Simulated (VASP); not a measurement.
A run of VASP 6.6.1 is set up as follows.

INCAR

```
PREC = Accurate
ENCUT = 600
EDIFF = 1E-6
ISMEAR = -1
SIGMA = 0.05
LREAL = F
LASPH = T
NELM = 60
ALGO = Normal
ISIF = 3
LWAVE = F
LCHARG = F
GGA = RP
IBRION = 2
NSW = 80
EDIFFG = -0.02
```

KPOINTS

```
Automatic mesh
0
Gamma
  8 8 8
```

POSCAR

```
ZnSe
1.0
    0.0000000000      2.8338000000      2.8338000000
    2.8338000000      0.0000000000      2.8338000000
    2.8338000000      2.8338000000      0.0000000000
Se Zn
1 1
Direct
    0.7500000000      0.7500000000      0.7500000000
    0.0000000000      0.0000000000      0.0000000000
```

Potentials or basis: VASP PAW PBE potentials, release 64 (Se, Zn).

Command:

```sh
$ cat potpaw_PBE.64/Se/POTCAR potpaw_PBE.64/Zn/POTCAR > POTCAR
$ mpirun -np 1 vasp_std > vasp.out
```

Q: Predict the relaxed cell.

A: a = 4.110 Å, b = 4.110 Å, c = 4.110 Å, α = 60.00°, β = 60.00°, γ = 60.00°.

Q: What does it give for the band gap on the k mesh?

A: 1.16 eV, direct.

Step by step:
```csv
step,energy change (eV),largest force (eV/Å),pressure (GPa),volume (Å³)
1,0.0000,0.0000,4.59,45.51
2,-0.0460,0.0000,-0.84,49.94
3,-0.0481,0.0000,0.03,49.10
```

Caveat: the PAW data sets were made with another functional, which shifts forces and pressure a little. Zero-point motion and thermal expansion aren't in these numbers.
